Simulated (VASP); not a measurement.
# In (Pm-3n) in VASP: a series of runs, part 2 of 3

VASP 6.6.1. The steps go on from the part before.

### Step 3. Single point, LDA

Input file INCAR:

```
PREC = Accurate
ENCUT = 520
EDIFF = 1E-6
ISMEAR = -1
SIGMA = 0.1
LREAL = F
LASPH = T
NELM = 100
ALGO = Normal
ISIF = 2
LWAVE = F
LCHARG = F
GGA = CA
NBANDS = 62
```

Input file KPOINTS:

```
Automatic mesh
0
Gamma
  6 6 6
```

Input file POSCAR:

```
In
1.0
    5.8707483223      0.0000000000      0.0000000000
    0.0000000000      5.8707483223      0.0000000000
    0.0000000000      0.0000000000      5.8707483223
In
8
Direct
    1.0000000000      0.0000000000      0.0000000000
    0.5000000000      0.5000000000      0.5000000000
    0.2500000000      1.0000000000      0.5000000000
    0.7500000000      0.0000000000      0.5000000000
    0.5000000000      0.2500000000      0.0000000000
    0.5000000000      0.7500000000      0.0000000000
    0.0000000000      0.5000000000      0.2500000000
    0.0000000000      0.5000000000      0.7500000000
```

Potentials or basis: VASP PAW LDA potentials, release 64 (In_d).

Run with:

```console
> cat potpaw_LDA.64/In_d/POTCAR > POTCAR
> mpirun -np 1 vasp_std > vasp.out
```

OUTCAR:

```text
PREC = Accurate
   ENCUT = 520
   EDIFF = 1E-6
   ISMEAR = -1
   LREAL = F
   LASPH = T
   NELM = 100
   ISIF = 2
   GGA = CA

 ion  position               nearest neighbor table
   1  0.000  0.000  0.000-   3 3.28   4 3.28   5 3.28   6 3.28   7 3.28   8 3.28   3 3.28   4 3.28
                             7 3.28   8 3.28   5 3.28   6 3.28
   2  0.500  0.500  0.500-   3 3.28   4 3.28   5 3.28   6 3.28   7 3.28   8 3.28   5 3.28   6 3.28
                             3 3.28   4 3.28   7 3.28   8 3.28
   3  0.250  0.000  0.500-   4 2.94   4 2.94   1 3.28   1 3.28   2 3.28   2 3.28   8 3.60   5 3.60
                             5 3.60   6 3.60   6 3.60   7 3.60   8 3.60   7 3.60
   4  0.750  0.000  0.500-   3 2.94   3 2.94   1 3.28   1 3.28   2 3.28   2 3.28   8 3.60   5 3.60
                             5 3.60   6 3.60   6 3.60   7 3.60   8 3.60   7 3.60
   5  0.500  0.250  0.000-   6 2.94   6 2.94   1 3.28   2 3.28   2 3.28   1 3.28   8 3.60   4 3.60
                             3 3.60   4 3.60   3 3.60   7 3.60   7 3.60   8 3.60
   6  0.500  0.750  0.000-   5 2.94   5 2.94   1 3.28   2 3.28   2 3.28   1 3.28   8 3.60   4 3.60
                             3 3.60   4 3.60   3 3.60   7 3.60   7 3.60   8 3.60
   7  0.000  0.500  0.250-   8 2.94   8 2.94   1 3.28   2 3.28   1 3.28   2 3.28   3 3.60   4 3.60
                             5 3.60   3 3.60   4 3.60   6 3.60   5 3.60   6 3.60
   8  0.000  0.500  0.750-   7 2.94   7 2.94   1 3.28   2 3.28   1 3.28   2 3.28   3 3.60   4 3.60
                             5 3.60   3 3.60   4 3.60   6 3.60   5 3.60   6 3.60

  LATTYP: Found a simple cubic cell.
 ALAT       =     5.8707483223

  Lattice vectors:

 A1 = (   5.8707483223,   0.0000000000,   0.0000000000)
 A2 = (   0.0000000000,   5.8707483223,   0.0000000000)
 A3 = (   0.0000000000,   0.0000000000,   5.8707483223)

Analysis of symmetry for initial positions (statically):
=====================================================================
 Subroutine PRICEL returns:
 Original cell was already a primitive cell.

 Routine SETGRP: Setting up the symmetry group for a
 simple cubic supercell.

 Subroutine GETGRP returns: Found 48 space group operations
 (whereof 24 operations were pure point group operations)
 out of a pool of 48 trial point group operations.

The static configuration has the point symmetry T_h .
 The point group associated with its full space group is O_h .

Analysis of symmetry for dynamics (positions and initial velocities):
=====================================================================
 Subroutine PRICEL returns:
 Original cell was already a primitive cell.

 Routine SETGRP: Setting up the symmetry group for a
 simple cubic supercell.

 Subroutine GETGRP returns: Found 48 space group operations
 (whereof 24 operations were pure point group operations)
 out of a pool of 48 trial point group operations.

The dynamic configuration has the point symmetry T_h .
 The point group associated with its full space group is O_h .

 Subroutine INISYM returns: Found 48 space group operations
 (whereof 24 operations are pure point group operations),
 and found     1 'primitive' translations

----------------------------------------------------------------------------------------

                                     Primitive cell

  volume of cell :     202.3394

  direct lattice vectors                    reciprocal lattice vectors
     5.870748322  0.000000000  0.000000000     0.170336036  0.000000000  0.000000000
     0.000000000  5.870748322  0.000000000     0.000000000  0.170336036  0.000000000
     0.000000000  0.000000000  5.870748322     0.000000000  0.000000000  0.170336036

  length of vectors
[... 74 lines left out ...]
   dimension x,y,z NGX =    48 NGY =   48 NGZ =   48
   dimension x,y,z NGXF=    96 NGYF=   96 NGZF=   96
   ions per type =               8
   NGX,Y,Z   is equivalent  to a cutoff of  13.59, 13.59, 13.59 a.u.
   NGXF,Y,Z  is equivalent  to a cutoff of  27.18, 27.18, 27.18 a.u.
 SYSTEM =  unknown system
   PREC   = accura    normal or accurate (medium, high low for compatibility)
   ISTART =      0    job   : 0-new  1-cont  2-samecut
   ICHARG =      2    charge: 1-file 2-atom 10-const
   ISPIN  =      1    spin polarized calculation?
   LNONCOLLINEAR =      F non collinear calculations
   LSORBIT =      F    spin-orbit coupling
   LASPH  =      T    aspherical Exc in radial PAW
   ENCUT  =  520.0 eV  38.22 Ry    6.18 a.u.  10.92 10.92 10.92*2*pi/ulx,y,z
   NELM   =    100;   NELMIN=  2; NELMDL= -5     # of ELM steps
   EDIFF  = 0.1E-05   stopping-criterion for ELM
   LREAL  =      F    real-space projection
   EDIFFG = 0.1E-04   stopping-criterion for IOM
   NSW    =      0    number of steps for IOM
   IBRION =     -1    ionic relax: 0-MD 1-quasi-New 2-CG
   NFREE  =      0    steps in history (QN), initial steepest desc. (CG)
   ISIF   =      2    stress and relaxation
   ISYM   =      2    0-nonsym 1-usesym 2-fastsym
   POTIM  = 0.5000    time-step for ionic-motion
   TEBEG  =    0.0;   TEEND  =   0.0 temperature during run
   PSTRESS=    0.0 pullay stress
   NELECT =     104.0000    total number of electrons
   NUPDOWN=      -1.0000    fix difference up-down
   EMIN   =  10.00;   EMAX   =-10.00  energy-range for DOS
   EFERMI =   0.00;   METHOD = LEGACY
   ISMEAR =    -1;   SIGMA  =   0.10  broadening in eV -4-tet -1-fermi 0-gaus
   EFERMI_NEDOS =   21; number of points for ismear=-14 and -15
   IALGO  =     38    algorithm
   IMIX   =      4    mixing-type and parameters
     AMIX     =   0.40;   BMIX     =  1.00
     AMIX_MAG =   1.60;   BMIX_MAG =  1.00
  volume/ion in A,a.u.               =      25.29       170.68
  Fermi-wavevector in a.u.,A,eV,Ry     =   1.311372  2.478133 23.397882  1.719696
  Thomas-Fermi vector in A             =   2.441838
   LORBIT       =      0    0 simple, 1 ext, 2 COOP (PROOUT), +10 PAW based schemes
   GGA     = CA    functional components
   LHFCALC =     F    Hartree Fock is set to
   AEXX    =    0.0000 exact exchange contribution
   IVDW    =     0    specifies the selected vdW correction
   LEPSILON=     F    determine dielectric tensor
   LRPA    =     F    only Hartree local field effects (RPA)
 non-spin polarized calculation
  energy-cutoff  :      520.00
  volume of cell :      202.34
 maximum number of plane-waves:      5520
 NGX is ok and might be reduce to    48
   NGX = 21   NGY = 21   NGZ = 21

 number of electron     103.9999940 magnetization

 Free energy of the ion-electron system (eV)
  ---------------------------------------------------
  ext. energy  EPLUGINS =         0.00000000
  ---------------------------------------------------
  free energy    TOTEN  =       -25.41328253 eV

  energy without entropy =      -25.27029106  energy(sigma->0) =      -25.34178679

 E-fermi :   7.5914     XC(G=0): -10.6812

 val. band max:        7.5855524447   @ k =   0.1667   0.0000   0.0000
 cond. band min:       7.5956434762   @ k =   0.5000   0.3333   0.1667
 fundamental gap:      0.0100910315
 Fermi energy:         7.5914379063

 k-point     1 :       0.0000    0.0000    0.0000
  band No.  band energies     occupation
      1      -7.3360      2.00000
      2      -7.3347      2.00000
      3      -7.3347      2.00000
      4      -7.1176      2.00000
      5      -7.1176      2.00000
      6      -7.1176      2.00000
[... 1289 lines left out ...]
     61      11.4102      0.00000
     62      11.4102      0.00000

------------------------ aborting loop because EDIFF is reached ----------------------------------------

  FORCE on cell =-STRESS in cart. coord.  units (eV):
  Direction    XX          YY          ZZ          XY          YZ          ZX
  --------------------------------------------------------------------------------------
  -------------------------------------------------------------------------------------
  Total       -0.1056944     -0.1056944     -0.1056944      0.0000000      0.0000000     -0.0000000
  in kB       -0.8369168     -0.8369168     -0.8369168      0.0000000      0.0000000     -0.0000000
  external PRESSURE =      -0.8369168 kB  Pullay stress =       0.0000000 kB

 VOLUME and BASIS-vectors are now :
 -----------------------------------------------------------------------------
  energy-cutoff  :      520.00
  volume of cell :      202.34
      direct lattice vectors                 reciprocal lattice vectors
     5.870748322  0.000000000  0.000000000     0.170336036  0.000000000  0.000000000
     0.000000000  5.870748322  0.000000000     0.000000000  0.170336036  0.000000000
     0.000000000  0.000000000  5.870748322     0.000000000  0.000000000  0.170336036

 POSITION                                       TOTAL-FORCE (eV/Angst)
 -----------------------------------------------------------------------------------
      0.00000      0.00000      0.00000        -0.000000     -0.000000      0.000000
      2.93537      2.93537      2.93537        -0.000000     -0.000000      0.000000
      1.46769      0.00000      2.93537         0.000000      0.000000      0.000000
      4.40306      0.00000      2.93537        -0.000000      0.000000     -0.000000
      2.93537      1.46769      0.00000         0.000000      0.000000     -0.000000
      2.93537      4.40306      0.00000        -0.000000     -0.000000      0.000000
      0.00000      2.93537      1.46769        -0.000000      0.000000      0.000000
      0.00000      2.93537      4.40306        -0.000000     -0.000000     -0.000000
 -----------------------------------------------------------------------------------
    total drift:                                0.000000     -0.000000      0.000000

  FREE ENERGIE OF THE ION-ELECTRON SYSTEM (eV)
  ---------------------------------------------------
  free  energy   TOTEN  =       -25.4132825307 eV

  energy  without entropy=      -25.2702910552  energy(sigma->0) =      -25.34178679
```

It took 7.4 min on 1 thread of Oxide Virtual Turin-like, shared host; peak memory 0.31 GiB.

What came out:

| Quantity | Value |
| --- | --- |
| Free energy | -25.4133 eV |
| Pressure | -0.1 GPa |
| Band gap on the k mesh | zero (band 52 reaches 10.12 eV, above the bottom of band 53 at 7.04 eV) |

Caveat: spin-orbit coupling is left out, which moves the levels of the heavy elements.

[end of part 2 of 3]
